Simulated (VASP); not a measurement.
Y2AlSi2:

```xyz
5
Lattice="-2.0399 2.8660 4.3683 2.0399 -2.8660 4.3683 2.0399 2.8660 -4.3683" Properties=species:S:1:pos:R:3 pbc="T T T"
Y     2.0399    0.0000    2.5279
Y     0.0000    2.8660    1.8404
Al    0.0000    0.0000    0.0000
Si    0.0000    1.2080    4.3683
Si    2.0399    1.6579    0.0000
```

```yaml
Program: VASP 6.6.1
Task: relaxation of cell and atoms
Functional: LDA
Potentials_or_basis: VASP PAW LDA potentials, release 64 (Y_sv, Al, Si)
Cutoff: 600 eV
k_mesh: 10 × 10 × 10
Occupations: gaussian, width 0.1 eV
Spin: no spin polarisation
```

At the start: pressure -4.7 GPa; volume 20.43 Å³/atom.

Q: Where does the relaxation end?

A: Over 11 steps the energy falls by 15.9 meV/atom and the volume is 19.38 Å³/atom (-5.1 %); space group Immm (No. 71, to 0.05 Å).

The path:
```
step  energy change (eV)  largest force (eV/Å)  pressure (GPa)  volume (Å³)
   1              0.0000                0.0661           -4.67       102.15
   2             -0.0395                0.0782            3.82        93.61
   3             -0.0789                0.0153           -0.02        97.01
   4             -0.0788                0.0169            0.09        96.90
   5             -0.0793                0.0176            0.09        96.87
   6             -0.0793                0.0341            0.10        96.81
   7             -0.0794                0.0268            0.09        96.84
   8             -0.0795                0.0158           -0.09        97.01
   9             -0.0795                0.0175           -0.05        96.98
  10             -0.0796                0.0061            0.00        96.93
  11             -0.0796                0.0017            0.01        96.92
```

Final structure:
```
Y Al Si
1.0
    -2.00821    2.80727    4.29782
     2.00821   -2.80727    4.29782
     2.00821    2.80727   -4.29782
Y Al Si
2 1 2
Direct
  0.28981 0.78981 0.50000
  0.71019 0.21019 0.50000
  0.00000 0.00000 0.00000
  0.71098 0.50000 0.21098
  0.28902 0.50000 0.78902
```
